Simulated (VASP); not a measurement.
# Sb (Im-3m) in VASP: further runs, part 3 of 3

VASP 6.6.1.

## (5) Relaxation of cell and atoms, PBEsol

This run uses another cell than the first one, of 28.00 Å³/atom, 1.173 times its volume.

Contents of INCAR:

```
SYSTEM = Sb
PREC = Accurate
ENCUT = 600
EDIFF = 1E-7
ISMEAR = -1
SIGMA = 0.05
LREAL = .FALSE.
LASPH = .TRUE.
NELM = 60
ALGO = Normal
ISIF = 3
LWAVE = .FALSE.
LCHARG = .FALSE.
GGA = PS
IBRION = 2
NSW = 60
EDIFFG = -0.005
```

Contents of KPOINTS:

```
regular mesh
0
G
  16 16 16
  0 0 0
```

Contents of POSCAR:

```
Sb
1.0
   -1.9129311828      1.9129311828      1.9129311828
    1.9129311828     -1.9129311828      1.9129311828
    1.9129311828      1.9129311828     -1.9129311828
Sb
1
Direct
    0.0000000000      0.0000000000      0.0000000000
```

Potentials or basis: VASP PAW PBE potentials, release 64 (Sb).

Launch:

```console
cat potpaw_PBE.64/Sb/POTCAR > POTCAR
mpirun -np 1 vasp_std > vasp.out
```

OUTCAR:

```text
SYSTEM = Sb
   PREC = Accurate
   ENCUT = 600
   EDIFF = 1E-7
   ISMEAR = -1
   LREAL = .FALSE.
   LASPH = .TRUE.
   NELM = 60
   ISIF = 3
   GGA = PS
   IBRION = 2
   NSW = 60
   EDIFFG = -0.005

 ion  position               nearest neighbor table
   1  0.000  0.000  0.000-

  LATTYP: Found a body centered cubic cell.
 ALAT       =     3.8258623656

  Lattice vectors:

 A1 = (  -1.9129311828,   1.9129311828,   1.9129311828)
 A2 = (   1.9129311828,  -1.9129311828,   1.9129311828)
 A3 = (   1.9129311828,   1.9129311828,  -1.9129311828)

Analysis of symmetry for initial positions (statically):
=====================================================================
 Subroutine PRICEL returns:
 Original cell was already a primitive cell.

 Routine SETGRP: Setting up the symmetry group for a
 body centered cubic supercell.

 Subroutine GETGRP returns: Found 48 space group operations
 (whereof 48 operations were pure point group operations)
 out of a pool of 48 trial point group operations.

The static configuration has the point symmetry O_h .

Analysis of symmetry for dynamics (positions and initial velocities):
=====================================================================
 Subroutine PRICEL returns:
 Original cell was already a primitive cell.

 Routine SETGRP: Setting up the symmetry group for a
 body centered cubic supercell.

 Subroutine GETGRP returns: Found 48 space group operations
 (whereof 48 operations were pure point group operations)
 out of a pool of 48 trial point group operations.

The dynamic configuration has the point symmetry O_h .

 Subroutine INISYM returns: Found 48 space group operations
 (whereof 48 operations are pure point group operations),
 and found     1 'primitive' translations

----------------------------------------------------------------------------------------

                                     Primitive cell

  volume of cell :      28.0000

  direct lattice vectors                    reciprocal lattice vectors
    -1.912931183  1.912931183  1.912931183     0.000000000  0.261378979  0.261378979
     1.912931183 -1.912931183  1.912931183     0.261378979  0.000000000  0.261378979
     1.912931183  1.912931183 -1.912931183     0.261378979  0.261378979  0.000000000

  length of vectors
     3.313294000  3.313294000  3.313294000     0.369645697  0.369645697  0.369645697

  position of ions in fractional coordinates (direct lattice)
     0.000000000  0.000000000  0.000000000

  ion indices of the primitive-cell ions
   primitive index   ion index
                 1           1

----------------------------------------------------------------------------------------

 KPOINTS: regular mesh

Automatic generation of k-mesh.
 Grid dimensions read from file:
 generate k-points for:   16   16   16

 Generating k-lattice:

  Cartesian coordinates                     Fractional coordinates (reciprocal lattice)
[... 22 lines left out ...]
  0.312500  0.000000  0.000000     12.000000
[... 16 lines left out ...]
  0.187500  0.187500  0.000000     24.000000
  0.250000  0.187500  0.000000     48.000000
 [... further k-points ...]
   k-points           NKPTS =    145   k-points in BZ     NKDIM =    145   number of bands    NBANDS=      6
   number of dos      NEDOS =    301   number of ions     NIONS =      1
   total plane-waves  NPLWV =  21952
   dimension x,y,z NGX =    28 NGY =   28 NGZ =   28
   dimension x,y,z NGXF=    56 NGYF=   56 NGZF=   56
   ions per type =               1
   NGX,Y,Z   is equivalent  to a cutoff of  14.05, 14.05, 14.05 a.u.
   NGXF,Y,Z  is equivalent  to a cutoff of  28.10, 28.10, 28.10 a.u.
 SYSTEM =  Sb
   PREC   = accura    normal or accurate (medium, high low for compatibility)
   ISTART =      0    job   : 0-new  1-cont  2-samecut
   ICHARG =      2    charge: 1-file 2-atom 10-const
   ISPIN  =      1    spin polarized calculation?
   LNONCOLLINEAR =      F non collinear calculations
   LSORBIT =      F    spin-orbit coupling
   LASPH  =      T    aspherical Exc in radial PAW
   ENCUT  =  600.0 eV  44.10 Ry    6.64 a.u.   6.62  6.62  6.62*2*pi/ulx,y,z
   NELM   =     60;   NELMIN=  2; NELMDL= -5     # of ELM steps
   EDIFF  = 0.1E-06   stopping-criterion for ELM
   LREAL  =      F    real-space projection
   EDIFFG = -.5E-02   stopping-criterion for IOM
   NSW    =     60    number of steps for IOM
   IBRION =      2    ionic relax: 0-MD 1-quasi-New 2-CG
   NFREE  =      1    steps in history (QN), initial steepest desc. (CG)
   ISIF   =      3    stress and relaxation
   ISYM   =      2    0-nonsym 1-usesym 2-fastsym
   POTIM  = 0.5000    time-step for ionic-motion
   TEBEG  =    0.0;   TEEND  =   0.0 temperature during run
   PSTRESS=    0.0 pullay stress
   NELECT =       5.0000    total number of electrons
   NUPDOWN=      -1.0000    fix difference up-down
   EMIN   =  10.00;   EMAX   =-10.00  energy-range for DOS
   EFERMI =   0.00;   METHOD = LEGACY
   ISMEAR =    -1;   SIGMA  =   0.05  broadening in eV -4-tet -1-fermi 0-gaus
   EFERMI_NEDOS =   21; number of points for ismear=-14 and -15
   IALGO  =     38    algorithm
   IMIX   =      4    mixing-type and parameters
     AMIX     =   0.40;   BMIX     =  1.00
     AMIX_MAG =   1.60;   BMIX_MAG =  1.00
  volume/ion in A,a.u.               =      28.00       188.95
  Fermi-wavevector in a.u.,A,eV,Ry     =   0.921889  1.742118 11.563320  0.849880
  Thomas-Fermi vector in A             =   2.047356
   LORBIT       =      0    0 simple, 1 ext, 2 COOP (PROOUT), +10 PAW based schemes
   GGA     = PS    functional components
   LHFCALC =     F    Hartree Fock is set to
   AEXX    =    0.0000 exact exchange contribution
   IVDW    =     0    specifies the selected vdW correction
   LEPSILON=     F    determine dielectric tensor
   LRPA    =     F    only Hartree local field effects (RPA)
 conjugate gradient relaxation of ions
 non-spin polarized calculation
  energy-cutoff  :      600.00
  volume of cell :       28.00
 maximum number of plane-waves:       959
   NGX = 13   NGY = 13   NGZ = 13

--------------------------------------- Ionic step        1  -------------------------------------------

 number of electron       4.9999999 magnetization

 Free energy of the ion-electron system (eV)
  ---------------------------------------------------
  ext. energy  EPLUGINS =         0.00000000
  ---------------------------------------------------
  free energy    TOTEN  =        -4.35833041 eV

  energy without entropy =       -4.35257970  energy(sigma->0) =       -4.35545506

------------------------ aborting loop because EDIFF is reached ----------------------------------------

  FORCE on cell =-STRESS in cart. coord.  units (eV):
  Direction    XX          YY          ZZ          XY          YZ          ZX
  --------------------------------------------------------------------------------------
  -------------------------------------------------------------------------------------
  Total       -0.7576270     -0.7576270     -0.7576270      0.0000000     -0.0000000      0.0000000
  in kB      -43.3518840    -43.3518840    -43.3518840      0.0000000     -0.0000000      0.0000000
  external PRESSURE =     -43.3518840 kB  Pullay stress =       0.0000000 kB
[... 57 lines left out ...]
--------------------------------------- Ionic step        3  -------------------------------------------

 number of electron       5.0000000 magnetization

 Free energy of the ion-electron system (eV)
  ---------------------------------------------------
  ext. energy  EPLUGINS =         0.00000000
  ---------------------------------------------------
  free energy    TOTEN  =        -4.38826487 eV

  energy without entropy =       -4.38271727  energy(sigma->0) =       -4.38549107

 E-fermi :   8.7401     XC(G=0): -10.4931

 val. band max:        8.7299894108   @ k =  -0.4375   0.5000   0.3125
 cond. band min:       8.8201624565   @ k =   0.1250   0.1250   0.0625
 fundamental gap:      0.0901730457
 Fermi energy:         8.7401279247

 k-point     1 :       0.0000    0.0000    0.0000
  band No.  band energies     occupation
      1      -4.3585      2.00000
      2      14.5739      0.00000
      3      14.5739      0.00000
      4      14.5739      0.00000
      5      19.5378      0.00000
      6      19.5378      0.00000
[... 199 lines left out ...]
 k-point    24 :       0.2500    0.1875    0.0000
  band No.  band energies     occupation
      1      -1.3352      2.00000
      2       5.9692      2.00000
      3       8.4059      1.99750
      4      11.9069      0.00000
      5      17.0778      0.00000
      6      18.4573      0.00000

 [... further k-points ...]

------------------------ aborting loop because EDIFF is reached ----------------------------------------

  FORCE on cell =-STRESS in cart. coord.  units (eV):
  Direction    XX          YY          ZZ          XY          YZ          ZX
  --------------------------------------------------------------------------------------
  -------------------------------------------------------------------------------------
  Total       -0.0016623     -0.0016623     -0.0016623     -0.0000000      0.0000000     -0.0000000
  in kB       -0.1026602     -0.1026602     -0.1026602     -0.0000000      0.0000000     -0.0000000
  external PRESSURE =      -0.1026602 kB  Pullay stress =       0.0000000 kB
[... 16 lines left out ...]
  FREE ENERGIE OF THE ION-ELECTRON SYSTEM (eV)
  ---------------------------------------------------
  free  energy   TOTEN  =        -4.3882648745 eV

  energy  without entropy=       -4.3827172696  energy(sigma->0) =       -4.38549107

 reached required accuracy - stopping structural energy minimisation
```

OSZICAR:

```text
N       E                     dE             d eps       ncg     rms          rms(c)
DAV:   1     0.896573764778E+01    0.89657E+01   -0.18349E+03  1740   0.627E+02
DAV:   2    -0.415257435161E+01   -0.13118E+02   -0.12617E+02  2550   0.796E+01
DAV:   3    -0.436403470148E+01   -0.21146E+00   -0.20951E+00  2094   0.108E+01
[... 19 lines left out ...]
DAV:   3    -0.438827437055E+01    0.25770E-02   -0.48833E-03  1770   0.407E-01    0.685E-02
DAV:   4    -0.438827049091E+01    0.38796E-05   -0.29723E-05  2124   0.569E-02    0.519E-02
DAV:   5    -0.438826520916E+01    0.52818E-05   -0.24586E-06  1812   0.146E-02    0.900E-03
DAV:   6    -0.438826487317E+01    0.33598E-06   -0.80708E-08  1866   0.271E-03    0.139E-03
DAV:   7    -0.438826487446E+01   -0.12900E-08   -0.13229E-09   900   0.398E-04
   3 F= -.43882649E+01 E0= -.43854911E+01  d E =-.299345E-01
```

Wall time 34 s (1 thread of Intel Xeon Platinum 8488C (Sapphire Rapids), shared host); peak memory 0.17 GiB.

What came out:

```
Free energy                            : -4.3883 eV
Relaxed volume                         : 25.94 Å³/atom
Relaxed cell                           : a = 3.230 Å, b = 3.230 Å, c = 3.230 Å, α = 109.47°, β = 109.47°, γ = 109.47°
Space group after relaxing (to 0.05 Å) : Im-3m (No. 229)
Energy gained by relaxing              : 29.9 meV/atom
Ionic steps                            : 3
Pressure after relaxing                : 0.0 GPa
```

Step by step:
```
step  energy change (eV)  largest force (eV/Å)  pressure (GPa)  volume (Å³)
   1              0.0000                0.0000           -4.34        28.00
   2             -0.0229                0.0000            2.62        25.04
   3             -0.0299                0.0000           -0.01        25.94
```

Final structure:
```
Sb
1.0
    -1.86488    1.86488    1.86488
     1.86488   -1.86488    1.86488
     1.86488    1.86488   -1.86488
Sb
1
Direct
  0.00000 0.00000 0.00000
```

Levels at points of the mesh, in eV from the Fermi level:
| k point | band 1 | band 2 | band 3 | band 4 | band 5 | band 6 |
| --- | --- | --- | --- | --- | --- | --- |
| (0.00, 0.00, 0.00) | -13.10 | 5.83 | 5.83 | 5.83 | 10.80 | 10.80 |
| (0.50, 0.00, 0.00) | -8.83 | -5.78 | 1.83 | 3.90 | 6.60 | 7.04 |
| (0.50, 0.50, 0.50) | -5.38 | -2.03 | -2.03 | -2.03 | 2.93 | 2.93 |

Caveat: the PAW data sets were made with another functional, which shifts forces and pressure a little; spin-orbit coupling is left out, which moves the levels of the heavy elements.

## (6) Summary

| task | cell | cutoff (eV) | gap on the mesh (eV) | pressure (GPa) |
| --- | --- | --- | --- | --- |
| single point | a = 3.141 Å, angles 109.5°, 1 atom | 520 | none | 6.9 |
| single point | a = 3.230 Å, angles 109.5°, 1 atom | 520 | none | 0.0 |
| relaxation of cell and atoms | relaxed from a = 3.313 Å, angles 109.5°, 1 atom | 600 | none | 0.0 |

Alike in all rows: level PBEsol; potentials or basis VASP PAW PBE potentials, release 64 (Sb); no spin polarisation; k mesh 16 × 16 × 16; smearing fermi-dirac 0.05 eV.

Caveats: the PAW data sets were made with another functional, which shifts forces and pressure a little; spin-orbit coupling is left out, which moves the levels of the heavy elements.

Absolute energies hang on the potentials; compare differences alone.
